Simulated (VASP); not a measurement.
# Se (P6_3/mmc) in VASP: further runs

Runs on Se. Level: PBE. Tasks: single point.

Everything below comes from runs of VASP 6.6.1. Logs are shortened: lines on timing, memory, paths and dates and some standing lists are left out, and cuts for length are marked.

## Step 1: The cell of the first run

Symmetry: P6_3/mmc, No. 194, hexagonal system. Conventional cell: a = 2.478 Å, b = 2.478 Å, c = 3.776 Å, α = 90.00°, β = 90.00°, γ = 120.00°. Se (site symmetry -6m2) has 12 Se at 2.37 to 2.48 Å within 3.1 Å.

## Step 2: Single point, PBE (volume scaled by 0.45)

Input file INCAR:

```
PREC     = Accurate       # precision mode
ENCUT    = 520            # plane-wave cutoff, eV
EDIFF    = 1E-6           # SCF threshold, eV
ISMEAR   = -1             # smearing method
SIGMA    = 0.08           # smearing width, eV
LREAL    = F              # projectors in reciprocal space
LASPH    = T              # aspherical terms in the spheres
NELM     = 60             # most SCF steps
ALGO     = Normal         # electronic algorithm
ISIF     = 2              # what is computed and relaxed
LWAVE    = F              # write WAVECAR
LCHARG   = F              # write CHGCAR
GGA      = PE             # functional
NBANDS   = 13             # bands
```

Input file KPOINTS:

```
regular mesh
0
Gamma
  14 14 8
```

Input file POSCAR:

```
Se
1.0
    2.4782198832      0.0000000000      0.0000000000
   -1.2391099416      2.1462013751      0.0000000000
    0.0000000000      0.0000000000      3.7755762236
Se
2
Direct
    0.3333333333      0.6666666667      0.2500000000
    0.6666666667      0.3333333333      0.7500000000
```

Potentials or basis: VASP PAW PBE potentials, release 64 (Se).

The run is started by

```
$ cat potpaw_PBE.64/Se/POTCAR > POTCAR
$ mpirun -np 1 vasp_std > vasp.out
```

OUTCAR:

```text
PREC = Accurate
   ENCUT = 520
   EDIFF = 1E-6
   ISMEAR = -1
   LREAL = F
   LASPH = T
   NELM = 60
   ISIF = 2
   GGA = PE

 ion  position               nearest neighbor table
   1  0.333  0.667  0.250-   2 2.37   2 2.37   2 2.37   2 2.37   2 2.37   2 2.37
   2  0.667  0.333  0.750-   1 2.37   1 2.37   1 2.37   1 2.37   1 2.37   1 2.37

  LATTYP: Found a hexagonal cell.
 ALAT       =     2.4782198832
 C/A-ratio  =     1.5235033216

  Lattice vectors:

 A1 = (   2.4782198832,   0.0000000000,   0.0000000000)
 A2 = (  -1.2391099416,   2.1462013751,   0.0000000000)
 A3 = (   0.0000000000,   0.0000000000,   3.7755762236)

Analysis of symmetry for initial positions (statically):
=====================================================================
 Subroutine PRICEL returns:
 Original cell was already a primitive cell.

 Routine SETGRP: Setting up the symmetry group for a
 hexagonal supercell.

 Subroutine GETGRP returns: Found 24 space group operations
 (whereof 12 operations were pure point group operations)
 out of a pool of 24 trial point group operations.

The static configuration has the point symmetry D_3d.
 The point group associated with its full space group is D_6h.

Analysis of symmetry for dynamics (positions and initial velocities):
=====================================================================
 Subroutine PRICEL returns:
 Original cell was already a primitive cell.

 Routine SETGRP: Setting up the symmetry group for a
 hexagonal supercell.

 Subroutine GETGRP returns: Found 24 space group operations
 (whereof 12 operations were pure point group operations)
 out of a pool of 24 trial point group operations.

The dynamic configuration has the point symmetry D_3d.
 The point group associated with its full space group is D_6h.

 Subroutine INISYM returns: Found 24 space group operations
 (whereof 12 operations are pure point group operations),
 and found     1 'primitive' translations

----------------------------------------------------------------------------------------

                                     Primitive cell

  volume of cell :      20.0814

  direct lattice vectors                    reciprocal lattice vectors
     2.478219883  0.000000000  0.000000000     0.403515445  0.232969751  0.000000000
    -1.239109942  2.146201375  0.000000000     0.000000000  0.465939502  0.000000000
     0.000000000  0.000000000  3.775576224     0.000000000  0.000000000  0.264860233

  length of vectors
     2.478219883  2.478219883  3.775576224     0.465939502  0.465939502  0.264860233

  position of ions in fractional coordinates (direct lattice)
     0.333333333  0.666666667  0.250000000
     0.666666667  0.333333333  0.750000000

  ion indices of the primitive-cell ions
   primitive index   ion index
                 1           1
                 2           2

----------------------------------------------------------------------------------------

 KPOINTS: regular mesh

Automatic generation of k-mesh.
 Grid dimensions read from file:
 generate k-points for:   14   14    8

 Generating k-lattice:

  Cartesian coordinates                     Fractional coordinates (reciprocal lattice)
     0.028822532  0.016640697  0.000000000     0.071428571  0.000000000  0.000000000
     0.000000000  0.033281393  0.000000000     0.000000000  0.071428571  0.000000000
     0.000000000  0.000000000  0.033107529     0.000000000  0.000000000  0.125000000

  Length of vectors
     0.033281393  0.033281393  0.033107529

  Shift w.r.t. Gamma in fractional coordinates (k-lattice)
     0.000000000  0.000000000  0.000000000

 Subroutine IBZKPT returns following result:
 ===========================================

 Found    120 irreducible k-points:

 Following reciprocal coordinates:
            Coordinates               Weight
  0.000000  0.000000  0.000000      1.000000
  0.071429  0.000000  0.000000      6.000000
  0.142857  0.000000  0.000000      6.000000
  0.214286  0.000000  0.000000      6.000000
  0.285714  0.000000  0.000000      6.000000
  0.357143  0.000000  0.000000      6.000000
[... 16 lines left out ...]
  0.285714  0.285714  0.000000      6.000000
  0.357143  0.285714  0.000000      6.000000
 [... further k-points ...]
   k-points           NKPTS =    120   k-points in BZ     NKDIM =    120   number of bands    NBANDS=     13
   number of dos      NEDOS =    301   number of ions     NIONS =      2
   total plane-waves  NPLWV =   9072
   dimension x,y,z NGX =    18 NGY =   18 NGZ =   28
   dimension x,y,z NGXF=    36 NGYF=   36 NGZF=   56
   ions per type =               2
   NGX,Y,Z   is equivalent  to a cutoff of  12.07, 12.07, 12.33 a.u.
   NGXF,Y,Z  is equivalent  to a cutoff of  24.15, 24.15, 24.66 a.u.
 SYSTEM =  unknown system
   PREC   = accura    normal or accurate (medium, high low for compatibility)
   ISTART =      0    job   : 0-new  1-cont  2-samecut
   ICHARG =      2    charge: 1-file 2-atom 10-const
   ISPIN  =      1    spin polarized calculation?
   LNONCOLLINEAR =      F non collinear calculations
   LSORBIT =      F    spin-orbit coupling
   LASPH  =      T    aspherical Exc in radial PAW
   ENCUT  =  520.0 eV  38.22 Ry    6.18 a.u.   4.61  4.61  7.02*2*pi/ulx,y,z
   NELM   =     60;   NELMIN=  2; NELMDL= -5     # of ELM steps
   EDIFF  = 0.1E-05   stopping-criterion for ELM
   LREAL  =      F    real-space projection
   EDIFFG = 0.1E-04   stopping-criterion for IOM
   NSW    =      0    number of steps for IOM
   IBRION =     -1    ionic relax: 0-MD 1-quasi-New 2-CG
   NFREE  =      0    steps in history (QN), initial steepest desc. (CG)
   ISIF   =      2    stress and relaxation
   ISYM   =      2    0-nonsym 1-usesym 2-fastsym
   POTIM  = 0.5000    time-step for ionic-motion
   TEBEG  =    0.0;   TEEND  =   0.0 temperature during run
   PSTRESS=    0.0 pullay stress
   NELECT =      12.0000    total number of electrons
   NUPDOWN=      -1.0000    fix difference up-down
   EMIN   =  10.00;   EMAX   =-10.00  energy-range for DOS
   EFERMI =   0.00;   METHOD = LEGACY
   ISMEAR =    -1;   SIGMA  =   0.08  broadening in eV -4-tet -1-fermi 0-gaus
   EFERMI_NEDOS =   21; number of points for ismear=-14 and -15
   IALGO  =     38    algorithm
   IMIX   =      4    mixing-type and parameters
     AMIX     =   0.40;   BMIX     =  1.00
     AMIX_MAG =   1.60;   BMIX_MAG =  1.00
  volume/ion in A,a.u.               =      10.04        67.76
  Fermi-wavevector in a.u.,A,eV,Ry     =   1.378915  2.605771 25.870195  1.901406
  Thomas-Fermi vector in A             =   2.503932
   LORBIT       =      0    0 simple, 1 ext, 2 COOP (PROOUT), +10 PAW based schemes
   GGA     = PE    functional components
   LHFCALC =     F    Hartree Fock is set to
   AEXX    =    0.0000 exact exchange contribution
   IVDW    =     0    specifies the selected vdW correction
   LEPSILON=     F    determine dielectric tensor
   LRPA    =     F    only Hartree local field effects (RPA)
 non-spin polarized calculation
  energy-cutoff  :      520.00
  volume of cell :       20.08
 maximum number of plane-waves:       561
   NGX =  9   NGY =  9   NGZ = 15

 number of electron      11.9999996 magnetization

 Free energy of the ion-electron system (eV)
  ---------------------------------------------------
  ext. energy  EPLUGINS =         0.00000000
  ---------------------------------------------------
  free energy    TOTEN  =         2.61150398 eV

  energy without entropy =        2.62278515  energy(sigma->0) =        2.61714456

 E-fermi :  17.2670     XC(G=0): -14.0767

 val. band max:       17.2572341258   @ k =   0.4286   0.0714   0.2500
 cond. band min:      17.3259986544   @ k =   0.3571   0.0714   0.3750
 fundamental gap:      0.0687645286
 Fermi energy:        17.2669593929

 k-point     1 :       0.0000    0.0000    0.0000
  band No.  band energies     occupation
      1      -8.3972      2.00000
      2       1.8044      2.00000
      3       2.7552      2.00000
      4      20.4314      0.00000
      5      20.4314      0.00000
      6      23.8171      0.00000
      7      23.8171      0.00000
      8      27.3817      0.00000
      9      27.9763      0.00000
     10      29.1738      0.00000
     11      31.1758      0.00000
     12      31.1758      0.00000
     13      34.0782      0.00000

 k-point     2 :       0.0714    0.0000    0.0000
  band No.  band energies     occupation
      1      -8.2307      2.00000
      2       1.9613      2.00000
      3       2.9247      2.00000
      4      18.5656      0.00000
      5      19.6053      0.00000
      6      23.2341      0.00000
      7      24.4864      0.00000
      8      27.2281      0.00000
      9      28.0463      0.00000
     10      29.0363      0.00000
     11      30.7226      0.00000
     12      31.7003      0.00000
     13      32.8777      0.00000

 k-point     3 :       0.1429    0.0000    0.0000
  band No.  band energies     occupation
      1      -7.7313      2.00000
      2       2.4305      2.00000
      3       3.4310      2.00000
      4      15.2179      2.00000
      5      18.1653      0.00003
      6      21.7634      0.00000
      7      25.0119      0.00000
      8      25.1003      0.00000
      9      25.6383      0.00000
     10      30.7925      0.00000
     11      31.0155      0.00000
     12      31.4317      0.00000
     13      31.8149      0.00000

 k-point     4 :       0.2143    0.0000    0.0000
  band No.  band energies     occupation
      1      -6.8999      2.00000
      2       3.2057      2.00000
      3       4.2664      2.00000
      4      11.7539      2.00000
      5      16.8020      1.99403
      6      19.8369      0.00000
      7      22.2700      0.00000
      8      23.0809      0.00000
      9      24.5458      0.00000
     10      30.2018      0.00000
     11      30.5812      0.00000
     12      31.5503      0.00000
     13      32.9074      0.00000

 k-point     5 :       0.2857    0.0000    0.0000
  band No.  band energies     occupation
      1      -5.7394      2.00000
      2       4.2450      2.00000
      3       5.4152      2.00000
      4       8.5065      2.00000
      5      15.6786      2.00000
      6      17.3718      0.42463
      7      19.3292      0.00000
      8      21.3694      0.00000
      9      23.7475      0.00000
     10      29.1618      0.00000
     11      29.6001      0.00000
     12      31.0965      0.00000
     13      35.7252      0.00000
[... 257 lines left out ...]
 k-point    22 :       0.3571    0.2143    0.0000
  band No.  band energies     occupation
      1      -0.5084      2.00000
      2       2.2189      2.00000
      3       7.1386      2.00000
      4      10.0124      2.00000
      5      10.2173      2.00000
      6      12.1866      2.00000
      7      13.5299      2.00000
      8      16.5445      1.99976
      9      20.1939      0.00000
     10      28.3613      0.00000
     11      36.1140      0.00000
     12      37.6698      0.00000
     13      38.3178      0.00000

 k-point    23 :       0.2857    0.2857    0.0000
  band No.  band energies     occupation
      1      -0.5913      2.00000
      2       3.2953      2.00000
      3       5.7571      2.00000
      4       9.8072      2.00000
      5      10.2555      2.00000
      6      13.9254      2.00000
      7      13.9554      2.00000
      8      14.5259      2.00000
      9      19.2700      0.00000
     10      31.9717      0.00000
     11      32.8110      0.00000
     12      39.0000      0.00000
     13      39.9524      0.00000

 k-point    24 :       0.3571    0.2857    0.0000
  band No.  band energies     occupation
      1       0.8939      2.00000
      2       1.9689      2.00000
      3       5.1513      2.00000
      4      11.4554      2.00000
      5      11.6538      2.00000
      6      12.0058      2.00000
      7      12.8076      2.00000
      8      14.1170      2.00000
      9      18.7599      0.00000
     10      32.2295      0.00000
     11      36.2493      0.00000
     12      36.3387      0.00000
     13      40.0339      0.00000

 [... further k-points ...]
[... 5 lines left out ...]
  --------------------------------------------------------------------------------------
  -------------------------------------------------------------------------------------
  Total       30.5347830     30.5347830     30.6641627      0.0000000      0.0000000      0.0000000
  in kB     2436.1940189   2436.1940191   2446.5164720      0.0000000      0.0000000      0.0000000
  external PRESSURE =    2439.6348367 kB  Pullay stress =       0.0000000 kB

 VOLUME and BASIS-vectors are now :
 -----------------------------------------------------------------------------
  energy-cutoff  :      520.00
  volume of cell :       20.08
      direct lattice vectors                 reciprocal lattice vectors
     2.478219883  0.000000000  0.000000000     0.403515445  0.232969751  0.000000000
    -1.239109942  2.146201375  0.000000000     0.000000000  0.465939502  0.000000000
     0.000000000  0.000000000  3.775576224     0.000000000  0.000000000  0.264860233

 POSITION                                       TOTAL-FORCE (eV/Angst)
 -----------------------------------------------------------------------------------
     -0.00000      1.43080      0.94389        -0.000000      0.000000      0.000000
      1.23911      0.71540      2.83168         0.000000     -0.000000      0.000000
 -----------------------------------------------------------------------------------
    total drift:                               -0.000000      0.000000     -0.000000

  FREE ENERGIE OF THE ION-ELECTRON SYSTEM (eV)
  ---------------------------------------------------
  free  energy   TOTEN  =         2.6115039763 eV

  energy  without entropy=        2.6227851486  energy(sigma->0) =        2.61714456
```

Run time: 16 s. Hardware: 1 thread of AMD EPYC 9R14 (Zen 4), shared host; peak memory 0.11 GiB.

Results:

* Free energy: 2.6115 eV
* Pressure: 244.0 GPa
* Band gap on the k mesh: zero (band 6 reaches 23.82 eV, above the bottom of band 7 at 12.81 eV)

Levels at points of the mesh, in eV from the Fermi level:
| k point | band 3 | band 4 | band 5 | band 6 | band 7 | band 8 | band 9 | band 10 |
| --- | --- | --- | --- | --- | --- | --- | --- | --- |
| (0.00, 0.00, 0.00) | -14.51 | 3.16 | 3.16 | 6.55 | 6.55 | 10.11 | 10.71 | 11.91 |
| (0.50, 0.00, 0.00) | -7.85 | -7.82 | -7.21 | -4.41 | -3.09 | 2.39 | 5.18 | 10.48 |
| (0.00, 0.00, 0.50) | -2.01 | -2.01 | 5.19 | 5.19 | 5.19 | 5.19 | 11.63 | 11.63 |
| (0.50, 0.00, 0.50) | -13.72 | -13.72 | -0.40 | -0.40 | 2.24 | 2.24 | 6.15 | 6.15 |

## Step 3: Single point, PBE (volume scaled by 0.45)

Input file INCAR:

```
SYSTEM = Se
PREC = Accurate
ENCUT = 520
EDIFF = 1E-7
ISMEAR = -1
SIGMA = 0.08
LREAL = .FALSE.
LASPH = .TRUE.
NELM = 80
ALGO = Normal
ISIF = 2
LWAVE = .FALSE.
LCHARG = .FALSE.
GGA = PE
NBANDS = 13
```

Input file KPOINTS:

```
Automatic mesh
0
G
  14 14 8
  0 0 0
```

POSCAR is that of step 2.

Potentials or basis: VASP PAW PBE potentials, release 64 (Se).

The run is started by

```
$ cat potpaw_PBE.64/Se/POTCAR > POTCAR
$ mpirun -np 1 vasp_std > vasp.out
```

Run time: 16 s. Hardware: 1 thread of AMD EPYC 9R14 (Zen 4), shared host; peak memory 0.11 GiB.

Results (log left out):

* Free energy: 2.6115 eV
* Pressure: 244.0 GPa
* Band gap on the k mesh: zero (band 6 reaches 23.82 eV, above the bottom of band 7 at 12.81 eV)

Stress tensor (GPa, compression positive):
```
243.62   0.00   0.00
  0.00 243.62   0.00
  0.00   0.00 244.65
```

Levels at points of the mesh, in eV from the Fermi level:
| k point | band 2 | band 3 | band 4 | band 5 | band 6 | band 7 | band 8 | band 9 | band 10 | band 11 |
| --- | --- | --- | --- | --- | --- | --- | --- | --- | --- | --- |
| (0.00, 0.00, 0.00) | -15.46 | -14.51 | 3.16 | 3.16 | 6.55 | 6.55 | 10.11 | 10.71 | 11.91 | 13.91 |
| (0.50, 0.00, 0.00) | -16.57 | -7.85 | -7.82 | -7.21 | -4.41 | -3.09 | 2.39 | 5.18 | 10.48 | 11.06 |
| (0.00, 0.00, 0.50) | -23.00 | -2.01 | -2.01 | 5.19 | 5.19 | 5.19 | 5.19 | 11.63 | 11.63 | 11.63 |
| (0.50, 0.00, 0.50) | -15.79 | -13.72 | -13.72 | -0.40 | -0.40 | 2.24 | 2.24 | 6.15 | 6.15 | 9.34 |

## Step 4: Single point, PBE (volume scaled by 0.52)

Input file INCAR:

```
PREC     = Accurate       # precision mode
ENCUT    = 520            # plane-wave cutoff, eV
EDIFF    = 1E-6           # SCF threshold, eV
ISMEAR   = -1             # smearing method
SIGMA    = 0.08           # smearing width, eV
LREAL    = F              # projectors in reciprocal space
LASPH    = T              # aspherical terms in the spheres
NELM     = 80             # most SCF steps
ALGO     = Normal         # electronic algorithm
ISIF     = 2              # what is computed and relaxed
LWAVE    = F              # write WAVECAR
LCHARG   = T              # write CHGCAR
GGA      = PE             # functional
LELF     = T              # ELF
LVHAR    = T            
NBANDS   = 13             # bands
```

Input file KPOINTS:

```
Automatic mesh
0
Gamma
  14 14 8
```

Input file POSCAR:

```
Se
1.0
    2.6124038225      0.0000000000      0.0000000000
   -1.3062019113      2.2624080753      0.0000000000
    0.0000000000      0.0000000000      3.9262063886
Se
2
Direct
    0.3333333333      0.6666666667      0.2500000000
    0.6666666667      0.3333333333      0.7500000000
```

The run is started by

```
$ cat potpaw_PBE.64/Se/POTCAR > POTCAR
$ mpirun -np 1 vasp_std > vasp.out
```

It took 19 s on 1 thread of AMD EPYC 9R14 (Zen 4), shared host; peak memory 0.12 GiB.

The run converged. Its results:

```yaml
Free_energy: -1.0508 eV
Pressure: 141.7 GPa
Band_gap_on_the_k_mesh: zero (band 6 reaches 19.75 eV, above the bottom of band 7 at 10.55 eV)
```

Stress tensor (GPa, compression positive):
```
141.47   0.00   0.00
  0.00 141.47   0.00
  0.00   0.00 142.14
```

Levels at points of the mesh, in eV from the Fermi level:
```csv
k point,band 3,band 4,band 5,band 6,band 7,band 8,band 9,band 10
"(0.00, 0.00, 0.00)",-12.49,2.30,2.30,5.45,5.45,8.87,8.96,11.78
"(0.50, 0.00, 0.00)",-7.65,-6.75,-6.25,-3.44,-2.85,2.79,4.26,10.00
"(0.00, 0.00, 0.50)",-1.61,-1.61,4.03,4.03,4.03,4.03,10.88,10.88
"(0.50, 0.00, 0.50)",-11.91,-11.91,-0.46,-0.46,1.76,1.76,6.51,6.51
```

(Part 1 of 2 ends here.)
